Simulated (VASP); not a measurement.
Write the native input for VASP 6.6.1 that does the following.

| Quantity | Value |
| --- | --- |
| Task | single point |
| Functional | PBE |
| Potentials or basis | VASP PAW PBE potentials, release 64 (Al, Ga_d, P) |
| Cutoff | 520 eV |
| k mesh | 6 × 6 × 2 |
| Occupations | gaussian, width 0.01 eV |
| Spin | no spin polarisation |
| Dipole correction | no |
| Further INCAR settings | ALGO = Normal; EDIFF = 1e-07; NBANDS = 26 |

The structure of Al2GaP3 lies in POSCAR:

```
Al2GaP3
1.0
    3.8152892699      0.0000000000      0.0000000000
   -1.9076446349      3.3041374306      0.0000000000
    0.0000000000      0.0000000000      9.3429655676
Al Ga P
2 1 3
Direct
    0.0000000000      0.0000000000     -0.0001582872
    0.6666666667      0.3333333333      0.6664900398
    0.3333333333      0.6666666667      0.3334573904
    0.6666666667      0.3333333333      0.9167975259
    0.3333333333      0.6666666667      0.5839129534
    0.0000000000      0.0000000000      0.2495003777
```

This cell differs from its parent crystal: volume changed by -6%.

The input as run:

INCAR

```
  PREC = Accurate
  ENCUT = 520
  EDIFF = 1E-7
  ISMEAR = 0
  SIGMA = 0.01
  LREAL = F
  LASPH = T
  NELM = 80
  ALGO = Normal
  ISIF = 2
  LWAVE = F
  LCHARG = F
  GGA = PE
  NBANDS = 26
```

KPOINTS

```
Automatic mesh
0
Gamma
  6 6 2
```

Potentials or basis: VASP PAW PBE potentials, release 64 (Al, Ga_d, P).

Run with:

```console
$ cat potpaw_PBE.64/Al/POTCAR potpaw_PBE.64/Ga_d/POTCAR potpaw_PBE.64/P/POTCAR > POTCAR
$ mpirun -np 1 vasp_std > vasp.out
```

Results of the run:

The pressure is 5.6 GPa and the largest force is 0.019 eV/Å. The band gap on the k mesh is 1.48 eV, indirect (least direct gap 2.30 eV).

Run time: 24 s on 1 thread of Intel(R) Xeon(R) 6975P-C (Granite Rapids), on a shared host, peak memory 0.23 GiB.
